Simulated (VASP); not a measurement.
Sn: single point with r2SCAN

Sn:

```
Sn
1.0
     0.00000    3.20434    3.20434
     3.20434    0.00000    3.20434
     3.20434    3.20434    0.00000
Sn
2
Direct
  0.00000 0.00000 0.00000
  0.25000 0.25000 0.25000
```

```json
{
 "Program": "VASP 6.6.1",
 "Task": "single point",
 "Functional": "r2SCAN",
 "Potentials or basis": "VASP PAW PBE potentials, release 64 (Sn_d)",
 "Cutoff": "520 eV",
 "k mesh": "6 × 6 × 6",
 "Occupations": "fermi-dirac, width 0.15 eV",
 "Spin": "no spin polarisation"
}
```

```
Pressure               : 3.8 GPa
Band gap on the k mesh : zero (filled and empty bands touch)
```

Levels at points of the mesh, in eV from the Fermi level:
| k point | band 12 | band 13 | band 14 | band 15 | band 16 | band 17 |
| --- | --- | --- | --- | --- | --- | --- |
| (0.00, 0.00, 0.00) | -0.09 | -0.01 | -0.01 | -0.01 | 2.20 | 2.20 |
| (0.50, 0.00, 0.00) | -6.77 | -1.35 | -1.35 | 0.21 | 3.36 | 3.36 |
| (0.50, 0.50, 0.00) | -8.01 | -2.83 | -2.83 | 0.86 | 0.86 | 8.40 |

Wall time 100 s on 1 thread of AMD EPYC 7R43 64-Core Processor (Zen 3) (shared host), peak memory 0.17 GiB.

Caveat: the PAW data sets were made with another functional, which shifts forces and pressure a little; spin-orbit coupling is left out, which moves the levels of the heavy elements.
